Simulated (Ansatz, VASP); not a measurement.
One calculation of ZrHg3, two programs

```
Zr Hg
1.0
     4.27609    0.00000    0.00000
     0.00000    4.27609    0.00000
     0.00000    0.00000    4.27609
Zr Hg
1 3
Direct
  0.00000 0.00000 0.00000
  0.00000 0.50000 0.50000
  0.50000 0.00000 0.50000
  0.50000 0.50000 0.00000
```

Change from the starting cell: volume scaled by 0.94.

Alike in both runs: task single point; functional PBEsol; k mesh 8 × 8 × 8; occupations fermi-dirac, width 0.05 eV; no spin polarisation.

```csv
,VASP,Ansatz
version,VASP 6.6.1,Ansatz 0.2.0
potentials or method,"VASP PAW PBE potentials, release 64 (Zr_sv, Hg), cutoff 520 eV","all-electron LAPW, scalar-relativistic"
```

Ansatz gave:

```
pressure (GPa) : 7.2
```

**Question.** Which values does VASP return?

**Answer.** Pressure (GPa): 7.9.

VASP's potentials were made for PBE, not for PBEsol. Ansatz ran all-electron here, and VASP with PAW potentials.

Spin-orbit coupling is off throughout.
